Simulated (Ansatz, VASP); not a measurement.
KTaO3: VASP beside Ansatz

```
K Ta O
1.0
     4.21281    0.00000    0.00000
     0.00000    4.30659    0.00000
     0.00000    0.00000    4.02485
K Ta O
1 1 3
Direct
  0.50000 0.50000 0.50000
  0.00000 0.00000 0.00000
  0.50000 0.00000 0.00000
  0.00000 0.50000 0.00000
  0.00000 0.00000 0.50000
```

Change from the starting cell: normal strain along x +0.0467, normal strain along y +0.0700.

Alike in both runs: task single point; functional PBE; k mesh 8 × 8 × 8; occupations gaussian, width 0.05 eV; no spin polarisation.

|  | VASP | Ansatz |
| --- | --- | --- |
| version | VASP 6.6.1 | Ansatz 0.2.0 |
| potentials or method | VASP PAW PBE potentials, release 64 (K_sv, Ta_pv, O), cutoff 520 eV | scalar-relativistic, plane waves, PAW |
| valence electrons in the cell | 38 | 40 |

VASP gave:

- gap on the k mesh at the Fermi level (eV): 1.74
- least direct gap on the mesh (eV): 2.33
- pressure (GPa): -15.3
- traceless stress, the component that is largest in VASP (GPa): 8.67

**Question.** Which values does Ansatz return?

**Answer.** gap on the k mesh at the Fermi level (eV): 1.77; least direct gap on the mesh (eV): 2.37; pressure (GPa): -15.6; traceless stress, the component that is largest in VASP (GPa): 8.55.

VASP's potentials hold 38 valence electrons a cell and Ansatz's 40, so a difference there can come from the potentials and not from the codes.

Spin-orbit coupling is off throughout.
